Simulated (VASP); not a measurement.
Runs of VASP 6.6.1 on BeCd2S3. The structure is that of space group Cmmm (No. 65), or close to it. The cells are those of the table. 

```tsv
task	cell	k mesh	cutoff (eV)	gap on the mesh (eV)	pressure (GPa)	relaxed volume (Å³/atom)	largest force (eV/Å)
relaxation of cell and atoms	relaxed from a = 7.404, b = 7.404, c = 4.373 Å, angles 90.0, 90.0, 146.8°, 6 atoms	4 × 4 × 4	600	none	-0.1	22.68	0.01
single point	a = 7.404, b = 7.404, c = 4.373 Å, angles 90.0, 90.0, 146.8°, 6 atoms	4 × 4 × 4	520	none	-6.0	-	0.42
single point	a = 12.156, b = 12.156, c = 3.536 Å, angles 90.0, 90.0, 163.5°, 6 atoms	4 × 4 × 4	520	none	0.2	-	-
relaxation of cell and atoms	relaxed from a = 12.156, b = 12.156, c = 3.536 Å, angles 90.0, 90.0, 163.5°, 6 atoms	6 × 6 × 6	600	none	0.0	24.87	0.01
single point	a = 12.156, b = 12.156, c = 3.536 Å, angles 90.0, 90.0, 163.5°, 6 atoms	6 × 6 × 6	520	none	(b)	-	(a)
```

Alike in all rows: level PBE; potentials or basis VASP PAW PBE potentials, release 64 (Be, Cd, S); no spin polarisation; smearing gaussian 0.1 eV.

Question: Estimate the missing entries.

Answer: (a) 0.03; (b) 0.4.

Caveats: some runs use coarse meshes.

A k mesh can miss the band edges, and the runs leave out spin-orbit coupling on Cd.

A gap of «none» marks levels without a gap at the run's occupations.
